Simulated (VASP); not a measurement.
# Te2Mo in VASP: notebook

The runs below take Te2Mo through single point, with PBE+D3(BJ).

Program: VASP 6.6.1. These are calculated values, not measurements. Logs are shortened: lines on timing, memory, paths and dates and some standing lists are left out, and cuts for length are marked.

## Step 1: The cell of the first run

The cell holds a slab with vacuum, 6 atoms: a = 3.504 Å, b = 3.504 Å, c = 24.768 Å, α = 90.00°, β = 90.00°, γ = 120.00°.

## Step 2: Single point, PBE+D3(BJ) (layers slid over each other)

File INCAR:

```
PREC = Accurate
ENCUT = 520
EDIFF = 1E-6
ISMEAR = 0
SIGMA = 0.05
LREAL = False
LASPH = True
NELM = 100
ALGO = Normal
ISIF = 2
LWAVE = False
LCHARG = False
LDIPOL = True
IDIPOL = 3
DIPOL = 0.5 0.5 0.402
GGA = PE
IVDW = 12
NBANDS = 35
```

File KPOINTS:

```
Automatic mesh
0
Gamma
  9 9 1
```

File POSCAR:

```
Te2Mo
1.0
    3.5038816881      0.0000000000      0.0000000000
   -1.7519408440      3.0344505538      0.0000000000
    0.0000000000      0.0000000000     24.7677198395
Te Mo
4 2
Direct
    0.3333333333      0.6666666667      0.1816881017
    0.3333333333      0.6666666667      0.3284056818
    0.6666666667      0.6666666667      0.4757749198
    0.6666666667      0.6666666667      0.6224924999
    0.6666666667      0.3333333333      0.2550468917
    1.0000000000      0.3333333333      0.5491337098
```

Potentials or basis: VASP PAW PBE potentials, release 64 (Te, Mo_sv).

Launch:

```console
$ cat potpaw_PBE.64/Te/POTCAR potpaw_PBE.64/Mo_sv/POTCAR > POTCAR
$ mpirun -np 1 vasp_std > vasp.out
```

OUTCAR:

```text
PREC = Accurate
   ENCUT = 520
   EDIFF = 1E-6
   ISMEAR = 0
   LREAL = False
   LASPH = True
   NELM = 100
   ISIF = 2
   GGA = PE
   IVDW = 12
 IVDW          = 12

 ion  position               nearest neighbor table
   1  0.333  0.667  0.182-   5 2.72   5 2.72   5 2.72   2 3.63
   2  0.333  0.667  0.328-   5 2.72   5 2.72   5 2.72   1 3.63
   3  0.667  0.667  0.476-   6 2.72   6 2.72   6 2.72   4 3.63
   4  0.667  0.667  0.622-   6 2.72   6 2.72   6 2.72   3 3.63
   5  0.667  0.333  0.255-   1 2.72   1 2.72   1 2.72   2 2.72   2 2.72   2 2.72
   6  0.000  0.333  0.549-   3 2.72   3 2.72   3 2.72   4 2.72   4 2.72   4 2.72

  LATTYP: Found a hexagonal cell.
 ALAT       =     3.5038816881
 C/A-ratio  =     7.0686518679

  Lattice vectors:

 A1 = (   3.5038816881,   0.0000000000,   0.0000000000)
 A2 = (  -1.7519408440,   3.0344505538,   0.0000000000)
 A3 = (   0.0000000000,   0.0000000000,  24.7677198395)

Analysis of symmetry for initial positions (statically):
=====================================================================
 Subroutine PRICEL returns:
 Original cell was already a primitive cell.

 Routine SETGRP: Setting up the symmetry group for a
 hexagonal supercell.

 Subroutine GETGRP returns: Found  2 space group operations
 (whereof  1 operations were pure point group operations)
 out of a pool of 24 trial point group operations.

The static configuration has the point symmetry C_1 .
 The point group associated with its full space group is C_2 .

Analysis of symmetry for dynamics (positions and initial velocities):
=====================================================================
 Subroutine PRICEL returns:
 Original cell was already a primitive cell.

 Routine SETGRP: Setting up the symmetry group for a
 hexagonal supercell.

 Subroutine GETGRP returns: Found  2 space group operations
 (whereof  1 operations were pure point group operations)
 out of a pool of 24 trial point group operations.

The dynamic configuration has the point symmetry C_1 .
 The point group associated with its full space group is C_2 .

 Subroutine INISYM returns: Found  2 space group operations
 (whereof  1 operations are pure point group operations),
 and found     1 'primitive' translations

----------------------------------------------------------------------------------------

                                     Primitive cell

  volume of cell :     263.3392

  direct lattice vectors                    reciprocal lattice vectors
     3.503881688  0.000000000  0.000000000     0.285397764  0.164774476  0.000000000
    -1.751940844  3.034450554  0.000000000     0.000000000  0.329548952  0.000000000
     0.000000000  0.000000000 24.767719839     0.000000000  0.000000000  0.040375134

  length of vectors
     3.503881688  3.503881688 24.767719839     0.329548952  0.329548952  0.040375134

  position of ions in fractional coordinates (direct lattice)
     0.333333333  0.666666667  0.181688102
     0.333333333  0.666666667  0.328405682
     0.666666667  0.666666667  0.475774920
     0.666666667  0.666666667  0.622492500
     0.666666667  0.333333333  0.255046892
     1.000000000  0.333333333  0.549133710

  ion indices of the primitive-cell ions
   primitive index   ion index
                 1           1
                 2           2
                 3           3
                 4           4
                 5           5
                 6           6

----------------------------------------------------------------------------------------

 KPOINTS: Automatic mesh

Automatic generation of k-mesh.
 Grid dimensions read from file:
 generate k-points for:    9    9    1

 Generating k-lattice:

  Cartesian coordinates                     Fractional coordinates (reciprocal lattice)
     0.031710863  0.018308275  0.000000000     0.111111111  0.000000000  0.000000000
     0.000000000  0.036616550  0.000000000     0.000000000  0.111111111  0.000000000
     0.000000000  0.000000000  0.040375134     0.000000000  0.000000000  1.000000000

  Length of vectors
     0.036616550  0.036616550  0.040375134

  Shift w.r.t. Gamma in fractional coordinates (k-lattice)
     0.000000000  0.000000000  0.000000000

 Subroutine IBZKPT returns following result:
 ===========================================

 Found     25 irreducible k-points:

 Following reciprocal coordinates:
            Coordinates               Weight
  0.000000  0.000000  0.000000      1.000000
  0.111111  0.000000  0.000000      4.000000
  0.000000  0.111111  0.000000      2.000000
  0.222222 -0.000000  0.000000      4.000000
  0.000000  0.222222  0.000000      2.000000
  0.333333  0.000000  0.000000      4.000000
[... 16 lines left out ...]
 -0.222222 -0.444444  0.000000      4.000000
  0.444444  0.333333  0.000000      4.000000
   k-points           NKPTS =     25   k-points in BZ     NKDIM =     25   number of bands    NBANDS=     35
   number of dos      NEDOS =    301   number of ions     NIONS =      6
   total plane-waves  NPLWV = 150528
   dimension x,y,z NGX =    28 NGY =   28 NGZ =  192
   dimension x,y,z NGXF=    56 NGYF=   56 NGZF=  384
   ions per type =               4   2
   NGX,Y,Z   is equivalent  to a cutoff of  13.28, 13.28, 12.89 a.u.
   NGXF,Y,Z  is equivalent  to a cutoff of  26.57, 26.57, 25.77 a.u.
 SYSTEM =  unknown system
   PREC   = accura    normal or accurate (medium, high low for compatibility)
   ISTART =      0    job   : 0-new  1-cont  2-samecut
   ICHARG =      2    charge: 1-file 2-atom 10-const
   ISPIN  =      1    spin polarized calculation?
   LNONCOLLINEAR =      F non collinear calculations
   LSORBIT =      F    spin-orbit coupling
   LASPH  =      T    aspherical Exc in radial PAW
   ENCUT  =  520.0 eV  38.22 Ry    6.18 a.u.   6.51  6.51 46.05*2*pi/ulx,y,z
   NELM   =    100;   NELMIN=  2; NELMDL= -5     # of ELM steps
   EDIFF  = 0.1E-05   stopping-criterion for ELM
   LREAL  =      F    real-space projection
   EDIFFG = 0.1E-04   stopping-criterion for IOM
   NSW    =      0    number of steps for IOM
   IBRION =     -1    ionic relax: 0-MD 1-quasi-New 2-CG
   NFREE  =      0    steps in history (QN), initial steepest desc. (CG)
   ISIF   =      2    stress and relaxation
   ISYM   =      2    0-nonsym 1-usesym 2-fastsym
   POTIM  = 0.5000    time-step for ionic-motion
   TEBEG  =    0.0;   TEEND  =   0.0 temperature during run
   PSTRESS=    0.0 pullay stress
   NELECT =      52.0000    total number of electrons
   NUPDOWN=      -1.0000    fix difference up-down
   EMIN   =  10.00;   EMAX   =-10.00  energy-range for DOS
   EFERMI =   0.00;   METHOD = LEGACY
   ISMEAR =     0;   SIGMA  =   0.05  broadening in eV -4-tet -1-fermi 0-gaus
   EFERMI_NEDOS =   21; number of points for ismear=-14 and -15
   IALGO  =     38    algorithm
   IMIX   =      4    mixing-type and parameters
     AMIX     =   0.40;   BMIX     =  1.00
     AMIX_MAG =   1.60;   BMIX_MAG =  1.00
  volume/ion in A,a.u.               =      43.89       296.18
  Fermi-wavevector in a.u.,A,eV,Ry     =   0.953317  1.801508 12.365161  0.908814
  Thomas-Fermi vector in A             =   2.081961
   LORBIT       =      0    0 simple, 1 ext, 2 COOP (PROOUT), +10 PAW based schemes
   GGA     = PE    functional components
   LHFCALC =     F    Hartree Fock is set to
   AEXX    =    0.0000 exact exchange contribution
   IVDW    =    12    specifies the selected vdW correction
   LEPSILON=     F    determine dielectric tensor
   LRPA    =     F    only Hartree local field effects (RPA)
 non-spin polarized calculation
 Gauss-broadening in eV      SIGMA  =   0.05
  energy-cutoff  :      520.00
  volume of cell :      263.34
 maximum number of plane-waves:      7173
 NGX is ok and might be reduce to    28
   NGX = 13   NGY = 13   NGZ = 93

 dipolmoment           0.000000      0.000000      0.000030 electrons x Angstroem

 number of electron      51.9999997 magnetization

 dipolmoment           0.000000      0.000000     -0.000003 electrons x Angstroem

 Free energy of the ion-electron system (eV)
  ---------------------------------------------------
  ext. energy  EPLUGINS =         0.00000000
  ---------------------------------------------------
  free energy    TOTEN  =       -35.96696450 eV

  energy without entropy =      -35.96696450  energy(sigma->0) =      -35.96696450

 E-fermi :   2.7889     XC(G=0):  -6.4181

 val. band max:        2.4898368725   @ k =   0.3333   0.3333   0.0000
 cond. band min:       3.5966238213   @ k =   0.2222   0.2222   0.0000
 fundamental gap:      1.1067869488
 Fermi energy:         2.7889211544

 k-point     1 :       0.0000    0.0000    0.0000
  band No.  band energies     occupation
      1     -58.1822      2.00000
      2     -58.1822      2.00000
      3     -32.3600      2.00000
      4     -32.3600      2.00000
      5     -32.2154      2.00000
      6     -32.2154      2.00000
[... 27 lines left out ...]
     34       5.9776      0.00000
     35       6.6557      0.00000

 k-point     2 :       0.1111    0.0000    0.0000
  band No.  band energies     occupation
      1     -58.1810      2.00000
      2     -58.1810      2.00000
      3     -32.3565      2.00000
      4     -32.3565      2.00000
      5     -32.2314      2.00000
      6     -32.2307      2.00000
[... 27 lines left out ...]
     34       5.8172      0.00000
     35       6.8963      0.00000

 k-point     3 :       0.0000    0.1111    0.0000
  band No.  band energies     occupation
      1     -58.1810      2.00000
      2     -58.1810      2.00000
      3     -32.3565      2.00000
      4     -32.3565      2.00000
      5     -32.2306      2.00000
      6     -32.2306      2.00000
[... 27 lines left out ...]
     34       5.8269      0.00000
     35       6.8940      0.00000
[... 723 lines left out ...]
 k-point    23 :      -0.2222   -0.4444    0.0000
  band No.  band energies     occupation
      1     -58.1712      2.00000
      2     -58.1712      2.00000
      3     -32.3305      2.00000
      4     -32.3300      2.00000
      5     -32.3279      2.00000
      6     -32.3271      2.00000
[... 27 lines left out ...]
     34       6.5860      0.00000
     35       6.9196      0.00000

 k-point    24 :       0.4444    0.3333    0.0000
  band No.  band energies     occupation
      1     -58.1712      2.00000
      2     -58.1712      2.00000
      3     -32.3313      2.00000
      4     -32.3309      2.00000
      5     -32.3274      2.00000
      6     -32.3265      2.00000
[... 27 lines left out ...]
     34       6.4261      0.00000
     35       7.1690      0.00000

 [... further k-points ...]

------------------------ aborting loop because EDIFF is reached ----------------------------------------

 vacuum level on the upper side and lower side of the slab       (xc-potential included)        -0.179        -0.179

 Edisp (eV)   -2.75386

 E8    (eV) :    -1.3030

  FORCE on cell =-STRESS in cart. coord.  units (eV):
  Direction    XX          YY          ZZ          XY          YZ          ZX
  --------------------------------------------------------------------------------------
  -------------------------------------------------------------------------------------
  Total      -0.07800    -0.26506    -0.11049    -0.00000     0.00000     0.42218
  in kB      -0.47456    -1.61262    -0.67226    -0.00000     0.00000     2.56859
  external pressure =       -0.92 kB  Pullay stress =        0.00 kB

 VOLUME and BASIS-vectors are now :
 -----------------------------------------------------------------------------
  energy-cutoff  :      520.00
  volume of cell :      263.34
      direct lattice vectors                 reciprocal lattice vectors
     3.503881688  0.000000000  0.000000000     0.285397764  0.164774476  0.000000000
    -1.751940844  3.034450554  0.000000000     0.000000000  0.329548952  0.000000000
     0.000000000  0.000000000 24.767719839     0.000000000  0.000000000  0.040375134

 POSITION                                       TOTAL-FORCE (eV/Angst)
 -----------------------------------------------------------------------------------
     -0.00000      2.02297      4.50000         0.001939     -0.002374     -0.000413
     -0.00000      2.02297      8.13386        -0.076798      0.002159      0.013044
      1.16796      2.02297     11.78386         0.076798      0.002159     -0.013044
      1.16796      2.02297     15.41772        -0.001939     -0.002374      0.000413
      1.75194      1.01148      6.31693        -0.022858      0.000215      0.001253
     -0.58398      1.01148     13.60079         0.022858      0.000215     -0.001253
 -----------------------------------------------------------------------------------
    total drift:                                0.000011     -0.000557     -0.000105

  FREE ENERGIE OF THE ION-ELECTRON SYSTEM (eV)
  ---------------------------------------------------
  free  energy   TOTEN  =       -38.7208280929 eV

  energy  without entropy=      -38.7208280929  energy(sigma->0) =      -38.72082809

 vacuum level on the upper side and lower side of the slab         7.187         7.187
```

It took 13 min on 1 thread of Intel Xeon 8259CL, shared host; peak memory 0.51 GiB.

What came out:

- Free energy: -38.7208 eV
- Largest force: 0.078 eV/Å
- Band gap on the k mesh: 1.11 eV (least direct gap 1.16 eV)
- Dispersion energy per atom: -0.459 eV

Forces in eV/Å, atoms in the order of the input:
```
Te   0.002 -0.002  0.000
Te  -0.077  0.002  0.013
Te   0.077  0.002 -0.013
Te  -0.002 -0.002  0.000
Mo  -0.023  0.000  0.001
Mo   0.023  0.000 -0.001
```

Caveat: the cell differs from its parent crystal (layers slid over each other); spin-orbit coupling is left out, which moves the levels of the heavy elements.

## Step 3: Single point, PBE+D3(BJ) (layers slid over each other)

File INCAR:

```
  PREC = Accurate
  ENCUT = 520
  EDIFF = 1E-7
  ISMEAR = 0
  SIGMA = 0.05
  LREAL = False
  LASPH = True
  NELM = 100
  ALGO = Normal
  ISIF = 2
  LWAVE = False
  LCHARG = False
  LDIPOL = True
  IDIPOL = 3
  DIPOL = 0.5 0.5 0.416
  GGA = PE
  IVDW = 12
  NBANDS = 35
```

File KPOINTS:

```
regular mesh
0
Gamma
  9 9 1
```

File POSCAR:

```
Te2Mo
1.0
    3.5038816881      0.0000000000      0.0000000000
   -1.7519408440      3.0344505538      0.0000000000
    0.0000000000      0.0000000000     24.7677198395
Te Mo
4 2
Direct
    0.3333333333      0.6666666667      0.1816881017
    0.3333333333      0.6666666667      0.3284056818
    0.6666666667      0.6666666667      0.5032300107
    0.6666666667      0.6666666667      0.6499475908
    0.6666666667      0.3333333333      0.2550468917
    1.0000000000      0.3333333333      0.5765888008
```

Potentials or basis: VASP PAW PBE potentials, release 64 (Te, Mo_sv).

Launch:

```console
$ cat potpaw_PBE.64/Te/POTCAR potpaw_PBE.64/Mo_sv/POTCAR > POTCAR
$ mpirun -np 1 vasp_std > vasp.out
```

It took 13 min on 1 thread of Intel Xeon 8259CL, shared host; peak memory 0.51 GiB.

It converged, with:

```
Free energy                : -38.6576 eV
Largest force              : 0.113 eV/Å
Band gap on the k mesh     : 1.18 eV
Dispersion energy per atom : -0.440 eV
```

Forces on the atoms (eV/Å):
```
Te   0.000  0.000 -0.006
Te  -0.011  0.001  0.112
Te   0.011  0.001 -0.112
Te   0.000  0.000  0.006
Mo  -0.004  0.000  0.017
Mo   0.004  0.000 -0.017
```

Levels at points of the mesh, in eV from the valence-band top:
```
           k point  band 23  band 24  band 25  band 26  band 27  band 28  band 29  band 30
(0.00, 0.00, 0.00)    -0.83    -0.83    -0.69    -0.40     3.19     3.19     3.20     3.20
```

Caveat: the cell differs from its parent crystal (layers slid over each other); spin-orbit coupling is left out, which moves the levels of the heavy elements.

## Step 4: Single point, PBE+D3(BJ) (layers slid over each other)

File INCAR:

```
ALGO = Normal
DIPOL = 0.5 0.5 0.392
EDIFF = 1E-6
ENCUT = 520
GGA = PE
IDIPOL = 3
ISIF = 2
ISMEAR = 0
IVDW = 12
LASPH = T
LCHARG = F
LDIPOL = T
LREAL = F
LWAVE = F
NBANDS = 35
NELM = 100
PREC = Accurate
SIGMA = 0.05
```

File KPOINTS:

```
k-points
0
Gamma
  9 9 1
```

File POSCAR:

```
Te2Mo
1.0
    3.5038816881      0.0000000000      0.0000000000
   -1.7519408440      3.0344505538      0.0000000000
    0.0000000000      0.0000000000     24.7677198395
Te Mo
4 2
Direct
    0.3333333333      0.6666666667      0.1816881017
    0.3333333333      0.6666666667      0.3284056818
    0.5000000000      0.6666666667      0.4547798503
    0.5000000000      0.6666666667      0.6014974304
    0.6666666667      0.3333333333      0.2550468917
    0.8333333333      0.3333333333      0.5281386403
```

Launch:

```console
$ cat potpaw_PBE.64/Te/POTCAR potpaw_PBE.64/Mo_sv/POTCAR > POTCAR
$ mpirun -np 1 vasp_std > vasp.out
```

It took 10 min on 1 thread of Intel Xeon 8259CL, shared host; peak memory 0.51 GiB.

Results (log left out):

```
Free energy                : -38.3705 eV
Largest force              : 1.031 eV/Å
Band gap on the k mesh     : 0.58 eV (least direct gap 1.10 eV)
Dispersion energy per atom : -0.478 eV
```

Forces in eV/Å, atoms in the order of the input:
```
Te   0.009 -0.005  0.003
Te  -0.354  0.004 -0.968
Te   0.354  0.004  0.968
Te  -0.009 -0.005 -0.003
Mo  -0.090  0.000 -0.158
Mo   0.090  0.000  0.158
```

Levels at points of the mesh, in eV from the valence-band top:
| k point | band 24 | band 25 | band 26 | band 27 | band 28 | band 29 |
| --- | --- | --- | --- | --- | --- | --- |
| (0.00, 0.00, 0.00) | -1.25 | -1.18 | -0.02 | 2.47 | 2.56 | 2.78 |

Caveat: the cell differs from its parent crystal (layers slid over each other); semilocal functionals underestimate gaps, and a narrow one can read as zero; spin-orbit coupling is left out, which moves the levels of the heavy elements.

## Step 5: Single point, PBE+D3(BJ) (layers slid over each other)

File INCAR:

```
SYSTEM = Te2Mo
ALGO = Normal
DIPOL = 0.5 0.5 0.402
EDIFF = 1E-7
ENCUT = 520
GGA = PE
IDIPOL = 3
ISIF = 2
ISMEAR = 0
IVDW = 12
LASPH = .True.
LCHARG = .False.
LDIPOL = .True.
LREAL = .False.
LWAVE = .False.
NBANDS = 35
NELM = 60
PREC = Accurate
SIGMA = 0.05
```

File KPOINTS:

```
k-points
0
Gamma
  9 9 1
  0 0 0
```

File POSCAR:

```
Te2Mo
1.0
    3.5038816881      0.0000000000      0.0000000000
   -1.7519408440      3.0344505538      0.0000000000
    0.0000000000      0.0000000000     24.7677198395
Te Mo
4 2
Direct
    0.3333333333      0.6666666667      0.1816881017
    0.3333333333      0.6666666667      0.3284056818
    0.5000000000      0.6666666667      0.4757749198
    0.5000000000      0.6666666667      0.6224924999
    0.6666666667      0.3333333333      0.2550468917
    0.8333333333      0.3333333333      0.5491337098
```

Launch:

```console
$ cat potpaw_PBE.64/Te/POTCAR potpaw_PBE.64/Mo_sv/POTCAR > POTCAR
$ mpirun -np 1 vasp_std > vasp.out
```

Wall time 12 min (1 thread of Intel Xeon 8259CL, shared host); peak memory 0.49 GiB.

It converged, with:

```yaml
Free_energy: -38.6557 eV
Largest_force: 0.157 eV/Å
Band_gap_on_the_k_mesh: 1.08 eV (least direct gap 1.14 eV)
Dispersion_energy_per_atom: -0.459 eV
```

Forces on the atoms (eV/Å):
```
Te   0.002 -0.001 -0.002
Te  -0.083  0.001 -0.133
Te   0.083  0.001  0.133
Te  -0.002 -0.001  0.002
Mo  -0.024  0.000 -0.030
Mo   0.024  0.000  0.030
```

Levels at points of the mesh, in eV from the valence-band top:
```
           k point  band 24  band 25  band 26  band 27  band 28  band 29
(0.00, 0.00, 0.00)    -0.85    -0.75    -0.15     3.09     3.12     3.19
```

Caveat: the cell differs from its parent crystal (layers slid over each other); spin-orbit coupling is left out, which moves the levels of the heavy elements.

## Step 6: Overview

```csv
cell,gap on the mesh (eV),largest force (eV/Å)
"as given, atomic positions A",1.11,0.08
"as given, atomic positions B",1.18,0.11
"as given, atomic positions C",0.58,1.03
"as given, atomic positions D",1.08,0.16
```

Alike in all rows: task single point; level PBE+D3(BJ); potentials or basis VASP PAW PBE potentials, release 64 (Te, Mo_sv); no spin polarisation; k mesh 9 × 9 × 1; cutoff (eV) 520; smearing gaussian 0.05 eV.

Caveats: spin-orbit coupling is left out, which moves the levels of the heavy elements; semilocal functionals underestimate gaps, and a narrow one can read as zero (at least some runs).

Absolute energies hang on the potentials; compare differences alone.
